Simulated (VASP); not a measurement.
# Pd (Fm-3m) in VASP: further runs

Pd is run at these levels: PBE; tasks: electric field gradients.

Program: VASP 6.6.1. These are calculated values, not measurements. Logs are shortened: lines on timing, memory, paths and dates and some standing lists are left out, and cuts for length are marked.

**1. The cell of the first run**

Symmetry: Fm-3m, No. 225, cubic system. The conventional cell has a = 3.966 Å, b = 3.966 Å, c = 3.966 Å, α = 90.00°, β = 90.00°, γ = 90.00°. Pd (site symmetry m-3m) has 12 Pd at 2.80 Å within 3.7 Å.

**2. Electric field gradients, PBE (volume scaled by 1.06)**

INCAR reads:

```
SYSTEM = Pd
PREC = Accurate ; ENCUT = 520
EDIFF = 1E-8 ; ISMEAR = -1
SIGMA = 0.05 ; LREAL = .False.
LASPH = .True. ; NELM = 100
ALGO = Normal ; ISIF = 2
LWAVE = .False. ; LCHARG = .False.
GGA = PE ; LEFG = .True.
NBANDS = 11
```

KPOINTS reads:

```
Automatic mesh
0
Gamma
  18 18 18
  0 0 0
```

POSCAR reads:

```
Pd
1.0
    0.0000000000      1.9830449783      1.9830449783
    1.9830449783      0.0000000000      1.9830449783
    1.9830449783      1.9830449783      0.0000000000
Pd
1
Direct
    0.0000000000      0.0000000000      0.0000000000
```

Potentials or basis: VASP PAW PBE potentials, release 64 (Pd).

Launch:

```console
cat potpaw_PBE.64/Pd/POTCAR > POTCAR
mpirun -np 1 vasp_std > vasp.out
```

OUTCAR:

```text
SYSTEM = Pd
   PREC = Accurate
   ENCUT = 520
   EDIFF = 1E-8
   ISMEAR = -1
   LREAL = .False.
   LASPH = .True.
   NELM = 100
   ISIF = 2
   GGA = PE

 ion  position               nearest neighbor table
   1  0.000  0.000  0.000-

  LATTYP: Found a face centered cubic cell.
 ALAT       =     3.9660899566

  Lattice vectors:

 A1 = (   0.0000000000,   1.9830449783,   1.9830449783)
 A2 = (   1.9830449783,   0.0000000000,   1.9830449783)
 A3 = (   1.9830449783,   1.9830449783,   0.0000000000)

Analysis of symmetry for initial positions (statically):
=====================================================================
 Subroutine PRICEL returns:
 Original cell was already a primitive cell.

 Routine SETGRP: Setting up the symmetry group for a
 face centered cubic supercell.

 Subroutine GETGRP returns: Found 48 space group operations
 (whereof 48 operations were pure point group operations)
 out of a pool of 48 trial point group operations.

The static configuration has the point symmetry O_h .

Analysis of symmetry for dynamics (positions and initial velocities):
=====================================================================
 Subroutine PRICEL returns:
 Original cell was already a primitive cell.

 Routine SETGRP: Setting up the symmetry group for a
 face centered cubic supercell.

 Subroutine GETGRP returns: Found 48 space group operations
 (whereof 48 operations were pure point group operations)
 out of a pool of 48 trial point group operations.

The dynamic configuration has the point symmetry O_h .

 Subroutine INISYM returns: Found 48 space group operations
 (whereof 48 operations are pure point group operations),
 and found     1 'primitive' translations

----------------------------------------------------------------------------------------

                                     Primitive cell

  volume of cell :      15.5965

  direct lattice vectors                    reciprocal lattice vectors
     0.000000000  1.983044978  1.983044978    -0.252137498  0.252137498  0.252137498
     1.983044978  0.000000000  1.983044978     0.252137498 -0.252137498  0.252137498
     1.983044978  1.983044978  0.000000000     0.252137498  0.252137498 -0.252137498

  length of vectors
     2.804449103  2.804449103  2.804449103     0.436714958  0.436714958  0.436714958

  position of ions in fractional coordinates (direct lattice)
     0.000000000  0.000000000  0.000000000

  ion indices of the primitive-cell ions
   primitive index   ion index
                 1           1

----------------------------------------------------------------------------------------

 KPOINTS: Automatic mesh

Automatic generation of k-mesh.
 Grid dimensions read from file:
 generate k-points for:   18   18   18

 Generating k-lattice:

  Cartesian coordinates                     Fractional coordinates (reciprocal lattice)
    -0.014007639  0.014007639  0.014007639     0.055555556  0.000000000  0.000000000
     0.014007639 -0.014007639  0.014007639     0.000000000  0.055555556  0.000000000
     0.014007639  0.014007639 -0.014007639     0.000000000  0.000000000  0.055555556

  Length of vectors
     0.024261942  0.024261942  0.024261942

  Shift w.r.t. Gamma in fractional coordinates (k-lattice)
     0.000000000  0.000000000  0.000000000

 Subroutine IBZKPT returns following result:
 ===========================================

 Found    195 irreducible k-points:

 Following reciprocal coordinates:
            Coordinates               Weight
  0.000000  0.000000  0.000000      1.000000
  0.055556  0.000000  0.000000      8.000000
  0.111111  0.000000  0.000000      8.000000
  0.166667  0.000000  0.000000      8.000000
  0.222222  0.000000  0.000000      8.000000
  0.277778  0.000000  0.000000      8.000000
[... 16 lines left out ...]
 -0.277778  0.055556  0.000000     24.000000
 -0.222222  0.055556  0.000000     24.000000
 [... further k-points ...]
   k-points           NKPTS =    195   k-points in BZ     NKDIM =    195   number of bands    NBANDS=     11
   number of dos      NEDOS =    301   number of ions     NIONS =      1
   total plane-waves  NPLWV =  13824
   dimension x,y,z NGX =    24 NGY =   24 NGZ =   24
   dimension x,y,z NGXF=    48 NGYF=   48 NGZF=   48
   ions per type =               1
   NGX,Y,Z   is equivalent  to a cutoff of  14.23, 14.23, 14.23 a.u.
   NGXF,Y,Z  is equivalent  to a cutoff of  28.45, 28.45, 28.45 a.u.
 SYSTEM =  Pd
   PREC   = accura    normal or accurate (medium, high low for compatibility)
   ISTART =      0    job   : 0-new  1-cont  2-samecut
   ICHARG =      2    charge: 1-file 2-atom 10-const
   ISPIN  =      1    spin polarized calculation?
   LNONCOLLINEAR =      F non collinear calculations
   LSORBIT =      F    spin-orbit coupling
   LASPH  =      T    aspherical Exc in radial PAW
   ENCUT  =  520.0 eV  38.22 Ry    6.18 a.u.   5.21  5.21  5.21*2*pi/ulx,y,z
   NELM   =    100;   NELMIN=  2; NELMDL= -5     # of ELM steps
   EDIFF  = 0.1E-07   stopping-criterion for ELM
   LREAL  =      F    real-space projection
   EDIFFG = 0.1E-06   stopping-criterion for IOM
   NSW    =      0    number of steps for IOM
   IBRION =     -1    ionic relax: 0-MD 1-quasi-New 2-CG
   NFREE  =      0    steps in history (QN), initial steepest desc. (CG)
   ISIF   =      2    stress and relaxation
   ISYM   =      2    0-nonsym 1-usesym 2-fastsym
   POTIM  = 0.5000    time-step for ionic-motion
   TEBEG  =    0.0;   TEEND  =   0.0 temperature during run
   PSTRESS=    0.0 pullay stress
   NELECT =      10.0000    total number of electrons
   NUPDOWN=      -1.0000    fix difference up-down
   EMIN   =  10.00;   EMAX   =-10.00  energy-range for DOS
   EFERMI =   0.00;   METHOD = LEGACY
   ISMEAR =    -1;   SIGMA  =   0.05  broadening in eV -4-tet -1-fermi 0-gaus
   EFERMI_NEDOS =   21; number of points for ismear=-14 and -15
   IALGO  =     38    algorithm
   IMIX   =      4    mixing-type and parameters
     AMIX     =   0.40;   BMIX     =  1.00
     AMIX_MAG =   1.60;   BMIX_MAG =  1.00
  volume/ion in A,a.u.               =      15.60       105.25
  Fermi-wavevector in a.u.,A,eV,Ry     =   1.411667  2.667664 27.113741  1.992804
  Thomas-Fermi vector in A             =   2.533495
   LORBIT       =      0    0 simple, 1 ext, 2 COOP (PROOUT), +10 PAW based schemes
   GGA     = PE    functional components
[... 5 lines left out ...]
 non-spin polarized calculation
  energy-cutoff  :      520.00
  volume of cell :       15.60
 maximum number of plane-waves:       444
 NGX is ok and might be reduce to    24
   NGX = 11   NGY = 11   NGZ = 11

 number of electron      10.0000001 magnetization

 Free energy of the ion-electron system (eV)
  ---------------------------------------------------
  ext. energy  EPLUGINS =         0.00000000
  ---------------------------------------------------
  free energy    TOTEN  =        -5.22686881 eV

  energy without entropy =       -5.20739622  energy(sigma->0) =       -5.21713252

 E-fermi :   8.8666     XC(G=0): -12.8393

 val. band max:        8.8608551087   @ k =  -0.4444   0.3889   0.1111
 cond. band min:       8.8678587090   @ k =  -0.3889   0.3889   0.0556
 fundamental gap:      0.0070036003
 Fermi energy:         8.8666047958

 k-point     1 :       0.0000    0.0000    0.0000
  band No.  band energies     occupation
      1       2.1535      2.00000
      2       6.2731      2.00000
      3       6.2731      2.00000
      4       6.2731      2.00000
      5       7.7422      2.00000
      6       7.7422      2.00000
      7      26.0200      0.00000
      8      30.4803      0.00000
      9      30.4803      0.00000
     10      30.4803      0.00000
     11      35.1842      0.00000

 k-point     2 :       0.0556    0.0000    0.0000
  band No.  band energies     occupation
      1       2.2606      2.00000
      2       6.2369      2.00000
      3       6.3092      2.00000
      4       6.3092      2.00000
      5       7.7253      2.00000
      6       7.7253      2.00000
      7      26.1212      0.00000
      8      29.7192      0.00000
      9      30.5917      0.00000
     10      30.5917      0.00000
     11      35.3566      0.00000

 k-point     3 :       0.1111    0.0000    0.0000
  band No.  band energies     occupation
      1       2.5707      2.00000
      2       6.1465      2.00000
      3       6.4034      2.00000
      4       6.4034      2.00000
      5       7.6901      2.00000
      6       7.6901      2.00000
      7      26.3125      0.00000
      8      28.2063      0.00000
      9      30.9041      0.00000
     10      30.9041      0.00000
     11      35.5094      0.00000

 k-point     4 :       0.1667    0.0000    0.0000
  band No.  band energies     occupation
      1       3.0414      2.00000
      2       6.0624      2.00000
      3       6.5090      2.00000
      4       6.5090      2.00000
      5       7.6866      2.00000
      6       7.6866      2.00000
      7      25.7332      0.00000
      8      27.2190      0.00000
      9      31.3421      0.00000
     10      31.3421      0.00000
     11      34.4797      0.00000

 k-point     5 :       0.2222    0.0000    0.0000
  band No.  band energies     occupation
      1       3.5652      2.00000
      2       6.1115      2.00000
      3       6.5548      2.00000
      4       6.5548      2.00000
      5       7.7855      2.00000
      6       7.7855      2.00000
      7      23.9328      0.00000
      8      27.0848      0.00000
      9      31.7217      0.00000
     10      31.7217      0.00000
     11      34.0315      0.00000
[... 211 lines left out ...]
 k-point    21 :      -0.3889    0.0556    0.0000
  band No.  band energies     occupation
      1       4.1154      2.00000
      2       6.2595      2.00000
      3       6.3442      2.00000
      4       8.0441      2.00000
      5       8.5284      1.99769
      6       9.5758      0.00000
      7      17.4244      0.00000
      8      25.6697      0.00000
      9      28.9163      0.00000
     10      30.2620      0.00000
     11      35.0525      0.00000

 k-point    22 :      -0.3333    0.0556    0.0000
  band No.  band energies     occupation
      1       4.1540      2.00000
      2       6.3542      2.00000
      3       6.4298      2.00000
      4       7.3524      2.00000
      5       8.2254      1.99999
      6       8.9121      0.57378
      7      19.2618      0.00000
      8      26.0534      0.00000
      9      29.3425      0.00000
     10      31.3731      0.00000
     11      34.3751      0.00000

 k-point    23 :      -0.2778    0.0556    0.0000
  band No.  band energies     occupation
      1       4.0975      2.00000
      2       6.4112      2.00000
      3       6.5320      2.00000
      4       6.6278      2.00000
      5       7.9021      2.00000
      6       8.4574      1.99944
      7      21.2824      0.00000
      8      26.5170      0.00000
      9      29.9296      0.00000
     10      32.7266      0.00000
     11      33.4875      0.00000

 k-point    24 :      -0.2222    0.0556    0.0000
  band No.  band energies     occupation
      1       3.8062      2.00000
      2       6.0751      2.00000
      3       6.5737      2.00000
      4       6.6037      2.00000
      5       7.6393      2.00000
      6       8.1180      2.00000
      7      23.3313      0.00000
      8      26.9030      0.00000
      9      30.4094      0.00000
     10      32.9205      0.00000
     11      33.1848      0.00000

 [... further k-points ...]
[... 5 lines left out ...]
  --------------------------------------------------------------------------------------
  -------------------------------------------------------------------------------------
  Total       -0.3042184     -0.3042184     -0.3042184      0.0000000      0.0000000     -0.0000000
  in kB      -31.2513178    -31.2513178    -31.2513178      0.0000000      0.0000000     -0.0000000
  external PRESSURE =     -31.2513178 kB  Pullay stress =       0.0000000 kB

 VOLUME and BASIS-vectors are now :
 -----------------------------------------------------------------------------
  energy-cutoff  :      520.00
  volume of cell :       15.60
      direct lattice vectors                 reciprocal lattice vectors
     0.000000000  1.983044978  1.983044978    -0.252137498  0.252137498  0.252137498
     1.983044978  0.000000000  1.983044978     0.252137498 -0.252137498  0.252137498
     1.983044978  1.983044978  0.000000000     0.252137498  0.252137498 -0.252137498

 POSITION                                       TOTAL-FORCE (eV/Angst)
 -----------------------------------------------------------------------------------
      0.00000      0.00000      0.00000         0.000000      0.000000      0.000000
 -----------------------------------------------------------------------------------
    total drift:                               -0.000000      0.000000     -0.000000

  FREE ENERGIE OF THE ION-ELECTRON SYSTEM (eV)
  ---------------------------------------------------
  free  energy   TOTEN  =        -5.2268688058 eV

  energy  without entropy=       -5.2073962247  energy(sigma->0) =       -5.21713252

 Electric field gradients (V/A^2)
---------------------------------------------------------------------
 ion       V_xx      V_yy      V_zz      V_xy      V_xz      V_yz
---------------------------------------------------------------------
   1      -0.000    -0.000    -0.000    -0.000    -0.000    -0.000
---------------------------------------------------------------------

 Electric field gradients after diagonalization (V/A^2)
 (convention: |V_zz| > |V_xx| > |V_yy|)
----------------------------------------------------------------------
 ion       V_xx      V_yy      V_zz     asymmetry (V_yy - V_xx)/ V_zz
----------------------------------------------------------------------
   1       0.000     0.000    -0.000       0.000
----------------------------------------------------------------------

           NMR quadrupolar parameters

 Cq : quadrupolar parameter    Cq=e*Q*V_zz/h
 eta: asymmetry parameters     (V_yy - V_xx)/ V_zz
 Q  : nuclear electric quadrupole moment in mb (millibarn)
----------------------------------------------------------------------
 ion       Cq(MHz)       eta       Q (mb)
----------------------------------------------------------------------
   1      -0.000       0.000       1.000
----------------------------------------------------------------------
```

It took 14 s on 1 thread of Intel Xeon 6975P-C (Granite Rapids), shared host; peak memory 0.16 GiB.

Results:

```yaml
Free_energy: -5.2269 eV
Pressure: -3.1 GPa
Band_gap_on_the_k_mesh: zero (band 5 reaches 9.13 eV, above the bottom of band 6 at 7.69 eV)
```

Caveat: without QUAD_EFG the Cq values of the log hold for a quadrupole moment of 1 mb, not for the nuclei.

[end of part 1 of 2]
